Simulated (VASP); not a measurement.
A run of VASP 6.6.1 is set up as follows.

File INCAR:

```
ALGO = Normal
EDIFF = 1E-6
ENCUT = 520
GGA = PE
ISIF = 2
ISMEAR = -1
LASPH = True
LCHARG = False
LREAL = False
LWAVE = False
NBANDS = 16
NELM = 80
PREC = Accurate
SIGMA = 0.05
```

KPOINTS

```
k-points
0
Gamma
  11 11 6
```

POSCAR

```
Ir
1.0
    2.7488769552      0.0000000000      0.0000000000
   -1.3744384776      2.3805972751      0.0000000000
    0.0000000000      0.0000000000      4.4532896325
Ir
2
Direct
    0.3333333333      0.6666666667      0.2500000000
    0.6666666667      0.3333333333      0.7500000000
```

Potentials or basis: VASP PAW PBE potentials, release 64 (Ir).

Command:

```bash
$ cat potpaw_PBE.64/Ir/POTCAR > POTCAR
$ mpirun -np 1 vasp_std > vasp.out
```

Question: What does it give for the pressure?

Answer: 0.5 GPa.

Question: What does it give for the band gap on the k mesh?

Answer: Zero (band 9 reaches 10.93 eV, above the bottom of band 10 at 7.83 eV).

Caveat: spin-orbit coupling is left out, which moves the levels of the heavy elements.
